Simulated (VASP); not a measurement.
A run of VASP 6.6.1:

INCAR

```
SYSTEM = Fe
PREC = Accurate
ENCUT = 600
EDIFF = 1E-6
ISMEAR = 0
SIGMA = 0.1
LREAL = .FALSE.
LASPH = .TRUE.
NELM = 200
ALGO = Normal
ISIF = 2
LWAVE = .FALSE.
LCHARG = .FALSE.
ISPIN = 2
MAGMOM = 0.8 0.8
LORBIT = 11
LMAXMIX = 4
GGA = PE
NBANDS = 19
GGA_COMPAT = .FALSE.
```

KPOINTS

```
Automatic mesh
0
G
  12 12 12
  0 0 0
```

POSCAR

```
Fe
1.0
    3.4980000000      1.7490000000      1.7490000000
    1.7490000000      3.4980000000      1.7490000000
    1.7490000000      1.7490000000      3.4980000000
Fe
2
Direct
    0.0000000000      0.0000000000      0.0000000000
    0.5000000000      0.5000000000      0.5000000000
```

Potentials or basis: VASP PAW PBE potentials, release 64 (Fe).

Command:

```console
$ cat potpaw_PBE.64/Fe/POTCAR > POTCAR
$ mpirun -np 1 vasp_std > vasp.out
```

Hardware: 1 thread of Intel(R) Xeon(R) 6975P-C (Granite Rapids) (shared host).

Problem. Estimate the wall time of this run.

Solution. It took 4.4 min on 1 thread of Intel(R) Xeon(R) 6975P-C (Granite Rapids), on a shared host, peak memory 0.34 GiB. Counts: scf iterations 22, k points 189.
